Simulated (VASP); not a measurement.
# WSe2 in VASP: a series of runs, part 2 of 3

VASP 6.6.1.

**3. Single point, PBE+D3(BJ)**

This run uses another cell than the first one, of 70.79 Å³/atom, 1.021 times its volume.

File INCAR:

```
PREC = Accurate
ENCUT = 520
EDIFF = 1E-6
ISMEAR = 0
SIGMA = 0.02
LREAL = False
LASPH = True
NELM = 80
ALGO = Normal
ISIF = 2
LWAVE = False
LCHARG = False
LDIPOL = True
IDIPOL = 3
DIPOL = 0.5 0.5 0.500
GGA = PE
IVDW = 12
NBANDS = 35
```

File KPOINTS:

```
regular mesh
0
Gamma
  9 9 1
```

File POSCAR:

```
WSe2
1.0
    3.2822755081      0.0000000000      0.0000000000
   -1.6411377540      2.8425339722      0.0000000000
    0.0000000000      0.0000000000     45.5260804632
Se W
4 2
Direct
    0.3333333333      0.6666666667      0.3926514613
    0.3333333333      0.6666666667      0.4666611099
    0.6666666667      0.3333333333      0.5333388901
    0.6666666667      0.3333333333      0.6073485387
    0.6666666667      0.3333333333      0.4296639180
    0.3333333333      0.6666666667      0.5703360820
```

Potentials or basis: VASP PAW PBE potentials, release 64 (Se, W_sv).

Launch:

```console
$ cat potpaw_PBE.64/Se/POTCAR potpaw_PBE.64/W_sv/POTCAR > POTCAR
$ mpirun -np 1 vasp_std > vasp.out
```

OUTCAR:

```text
PREC = Accurate
   ENCUT = 520
   EDIFF = 1E-6
   ISMEAR = 0
   LREAL = False
   LASPH = True
   NELM = 80
   ISIF = 2
   GGA = PE
   IVDW = 12
 IVDW          = 12

 ion  position               nearest neighbor table
   1  0.333  0.667  0.393-   5 2.54   5 2.54   5 2.54
   2  0.333  0.667  0.467-   5 2.54   5 2.54   5 2.54
   3  0.667  0.333  0.533-   6 2.54   6 2.54   6 2.54
   4  0.667  0.333  0.607-   6 2.54   6 2.54   6 2.54
   5  0.667  0.333  0.430-   2 2.54   2 2.54   2 2.54   1 2.54   1 2.54   1 2.54
   6  0.333  0.667  0.570-   3 2.54   3 2.54   3 2.54   4 2.54   4 2.54   4 2.54

  LATTYP: Found a hexagonal cell.
 ALAT       =     3.2822755081
 C/A-ratio  =    13.8702800392

  Lattice vectors:

 A1 = (   3.2822755081,   0.0000000000,   0.0000000000)
 A2 = (  -1.6411377540,   2.8425339722,   0.0000000000)
 A3 = (   0.0000000000,   0.0000000000,  45.5260804632)

Analysis of symmetry for initial positions (statically):
=====================================================================
 Subroutine PRICEL returns:
 Original cell was already a primitive cell.

 Routine SETGRP: Setting up the symmetry group for a
 hexagonal supercell.

 Subroutine GETGRP returns: Found 12 space group operations
 (whereof 12 operations were pure point group operations)
 out of a pool of 24 trial point group operations.

The static configuration has the point symmetry D_3d.

Analysis of symmetry for dynamics (positions and initial velocities):
=====================================================================
 Subroutine PRICEL returns:
 Original cell was already a primitive cell.

 Routine SETGRP: Setting up the symmetry group for a
 hexagonal supercell.

 Subroutine GETGRP returns: Found 12 space group operations
 (whereof 12 operations were pure point group operations)
 out of a pool of 24 trial point group operations.

The dynamic configuration has the point symmetry D_3d.

 Subroutine INISYM returns: Found 12 space group operations
 (whereof 12 operations are pure point group operations),
[... 118 lines left out ...]
   AEXX    =    0.0000 exact exchange contribution
   IVDW    =    12    specifies the selected vdW correction
   LEPSILON=     F    determine dielectric tensor
   LRPA    =     F    only Hartree local field effects (RPA)
 non-spin polarized calculation
 Gauss-broadening in eV      SIGMA  =   0.02
  energy-cutoff  :      520.00
  volume of cell :      424.76
 maximum number of plane-waves:     11568
   NGX = 13   NGY = 13   NGZ =169

 number of electron      51.9999993 magnetization

 dipolmoment           0.000000      0.000000     -0.000000 electrons x Angstroem

 Free energy of the ion-electron system (eV)
  ---------------------------------------------------
  ext. energy  EPLUGINS =         0.00000000
  ---------------------------------------------------
  free energy    TOTEN  =       -43.15582486 eV

  energy without entropy =      -43.15582486  energy(sigma->0) =      -43.15582486

 E-fermi :  -1.5319     XC(G=0):  -3.3239

 val. band max:       -1.7635060112   @ k =   0.0000   0.0000   0.0000
 cond. band min:      -0.3922045545   @ k =   0.2222   0.1111   0.0000
 fundamental gap:      1.3713014567
 Fermi energy:        -1.5319014758

 k-point     1 :       0.0000    0.0000    0.0000
  band No.  band energies     occupation
      1     -75.9359      2.00000
      2     -75.9359      2.00000
      3     -40.1839      2.00000
      4     -40.1838      2.00000
      5     -40.0482      2.00000
      6     -40.0482      2.00000
[... 445 lines left out ...]
     34       2.9745      0.00000
     35       4.1393      0.00000

------------------------ aborting loop because EDIFF is reached ----------------------------------------

 vacuum level on the upper side and lower side of the slab       (xc-potential included)        -0.129        -0.129

 Edisp (eV)   -2.41952

 E8    (eV) :    -1.1141

  FORCE on cell =-STRESS in cart. coord.  units (eV):
  Direction    XX          YY          ZZ          XY          YZ          ZX
  --------------------------------------------------------------------------------------
  -------------------------------------------------------------------------------------
  Total       0.20815     0.20815     0.29908     0.00000    -0.00000     0.00000
  in kB       0.78514     0.78514     1.12812     0.00000    -0.00000     0.00000
  external pressure =        0.90 kB  Pullay stress =        0.00 kB

 VOLUME and BASIS-vectors are now :
 -----------------------------------------------------------------------------
  energy-cutoff  :      520.00
  volume of cell :      424.76
      direct lattice vectors                 reciprocal lattice vectors
     3.282275508  0.000000000  0.000000000     0.304666686  0.175899393  0.000000000
    -1.641137754  2.842533972  0.000000000     0.000000000  0.351798786  0.000000000
     0.000000000  0.000000000 45.526080463     0.000000000  0.000000000  0.021965431

 POSITION                                       TOTAL-FORCE (eV/Angst)
 -----------------------------------------------------------------------------------
     -0.00000      1.89502     17.87588         0.000000      0.000000     -0.047312
     -0.00000      1.89502     21.24525         0.000000      0.000000      0.048425
      1.64114      0.94751     24.28083        -0.000000     -0.000000     -0.048425
      1.64114      0.94751     27.65020         0.000000     -0.000000      0.047312
      1.64114      0.94751     19.56091        -0.000000      0.000000     -0.000671
     -0.00000      1.89502     25.96517        -0.000000     -0.000000      0.000671
 -----------------------------------------------------------------------------------
    total drift:                                0.000000     -0.000000      0.000000

  FREE ENERGIE OF THE ION-ELECTRON SYSTEM (eV)
  ---------------------------------------------------
  free  energy   TOTEN  =       -45.5753421903 eV

  energy  without entropy=      -45.5753421903  energy(sigma->0) =      -45.57534219

 vacuum level on the upper side and lower side of the slab         3.054         3.054
```

Run time: 2.8 min. Hardware: 1 thread of Intel Xeon 6975P-C (Granite Rapids), shared host; peak memory 0.55 GiB.

What came out:

| Item | Value |
| --- | --- |
| Free energy | -45.5753 eV |
| Largest force | 0.048 eV/Å |
| Band gap on the k mesh | 1.37 eV, indirect (least direct gap 1.62 eV) |
| Dispersion energy per atom | -0.403 eV |

Forces in eV/Å, atoms in the order of the input:
```
Se   0.000  0.000 -0.047
Se   0.000  0.000  0.048
Se   0.000  0.000 -0.048
Se   0.000  0.000  0.047
W    0.000  0.000 -0.001
W    0.000  0.000  0.001
```

Levels at points of the mesh, in eV from the valence-band top:
```tsv
k point	band 22	band 23	band 24	band 25	band 26	band 27	band 28	band 29	band 30	band 31
(0.00, 0.00, 0.00)	-1.33	-1.29	-1.29	-0.74	0.00	2.81	2.81	2.86	2.86	2.96
```

Caveat: spin-orbit coupling is left out, which moves the levels of the heavy elements.

**4. Single point, PBE+D3(BJ)**

This run uses another cell than the first one, of 70.65 Å³/atom, 1.019 times its volume.

File INCAR:

```
ALGO = Normal
DIPOL = 0.5 0.5 0.500
EDIFF = 1E-7
ENCUT = 520
GGA = PE
IDIPOL = 3
ISIF = 2
ISMEAR = 0
IVDW = 12
LASPH = True
LCHARG = True
LDIPOL = True
LELF = True
LREAL = False
LVACPOTAV = True
LVHAR = True
LWAVE = False
NBANDS = 35
NELM = 60
PREC = Accurate
SIGMA = 0.02
```

File KPOINTS:

```
k-points
0
Gamma
  9 9 1
```

File POSCAR:

```
WSe2
1.0
    3.2790157229      0.0000000000      0.0000000000
   -1.6395078614      2.8397109154      0.0000000000
    0.0000000000      0.0000000000     45.5260804632
Se W
4 2
Direct
    0.3333333333      0.6666666667      0.3927753045
    0.3333333333      0.6666666667      0.4667721757
    0.6666666667      0.3333333333      0.5332278243
    0.6666666667      0.3333333333      0.6072246955
    0.6666666667      0.3333333333      0.4297737401
    0.3333333333      0.6666666667      0.5702262599
```

Launch:

```console
$ cat potpaw_PBE.64/Se/POTCAR potpaw_PBE.64/W_sv/POTCAR > POTCAR
$ mpirun -np 1 vasp_std > vasp.out
```

Run time: 3.3 min. Hardware: 1 thread of Intel Xeon 6975P-C (Granite Rapids), shared host; peak memory 0.57 GiB.

The run converged. Its results:

- Free energy: -45.5745 eV
- Largest force: 0.079 eV/Å
- Band gap on the k mesh: 1.37 eV, indirect (least direct gap 1.63 eV)
- Dispersion energy per atom: -0.404 eV
- Ionisation potential of the upper face: 4.92 eV

Forces on the atoms (eV/Å):
```
Se   0.000  0.000 -0.079
Se   0.000  0.000  0.065
Se   0.000  0.000 -0.065
Se   0.000  0.000  0.079
W    0.000  0.000  0.008
W    0.000  0.000 -0.008
```

Levels at points of the mesh, in eV from the valence-band top:
```tsv
k point	band 22	band 23	band 24	band 25	band 26	band 27	band 28	band 29	band 30	band 31
(0.00, 0.00, 0.00)	-1.33	-1.29	-1.29	-0.75	0.00	2.81	2.81	2.87	2.87	2.97
```

Caveat: spin-orbit coupling is left out, which moves the levels of the heavy elements.

[end of part 2 of 3]
